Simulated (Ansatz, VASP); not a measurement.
**Ta2Si2O in VASP and in Ansatz**

```
Ta Si O
1.0
     4.00813    0.00000    0.00000
    -2.00407    3.47115    0.00000
     0.00000    0.00000    6.66130
Ta Si O
2 2 1
Direct
  0.00000 0.00000 0.70982
  0.00000 0.00000 0.29018
  0.33333 0.66667 0.50000
  0.66667 0.33333 0.50000
  0.00000 0.00000 0.00000
```

Alike in both runs: functional PBE; k mesh 12 × 12 × 6; occupations gaussian, width 0.1 eV; no spin polarisation.

Ansatz relaxed the structure, and its values are those at the end. VASP's run is a single point on that final structure, the one shown.

|  | VASP | Ansatz |
| --- | --- | --- |
| version | VASP 6.6.1 | Ansatz 0.2.0 |
| potentials or method | VASP PAW PBE potentials, release 64 (Ta_pv, Si, O), cutoff 520 eV | scalar-relativistic, plane waves, PAW |
| valence electrons in the cell | 36 | 40 |

|  | VASP | Ansatz | Ansatz less VASP |
| --- | --- | --- | --- |
| gap on the k mesh at the Fermi level (eV) | none | none | - |
| pressure (GPa) | 0.2 | 0.0 | -0.18 |
| rms of the force components (eV/Å) | 0.029 | 0.000 | -0.0291 |

A gap of «none» marks a metal or a gap that the smearing closes. With one functional, cell and mesh, what is left measures potentials, basis and numerics. VASP's potentials hold 36 valence electrons a cell and Ansatz's 40, so a difference there can come from the potentials and not from the codes.

Neither program's run includes spin-orbit coupling.
